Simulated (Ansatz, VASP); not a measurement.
## GaN: VASP beside Ansatz

```xyz
4
Lattice="3.1826 0.0000 0.0000 -1.5913 2.7562 0.0000 0.0000 0.0000 5.1854" Properties=species:S:1:pos:R:3 pbc="T T T"
Ga    0.0000    1.8375   -0.0042
Ga    1.5913    0.9187    2.5885
N     0.0000    1.8375    1.9487
N     1.5913    0.9187    4.5414
```

Alike in both runs: functional PBEsol; k mesh 16 × 16 × 8; occupations fermi-dirac, width 0.08 eV; no spin polarisation.

Ansatz relaxed the structure, and its values are those at the end. VASP's run is a single point on that final structure, the one shown.

|  | VASP | Ansatz |
| --- | --- | --- |
| version | VASP 6.6.1 | Ansatz 0.2.0 |
| potentials or method | VASP PAW PBE potentials, release 64 (Ga_d, N) | PAW with Ansatz's default frozen-core files, scalar-relativistic |
| plane-wave cutoff (eV) | 520 | 420 |
| valence electrons in the cell | 36 | 36 |

```tsv
	VASP	Ansatz	Ansatz less VASP
pressure (GPa)	-0.1	0.0	+0.14
```

VASP's potentials were made for PBE, not for PBEsol. The functional is the same, so the differences come from potentials, cutoffs and numerics.
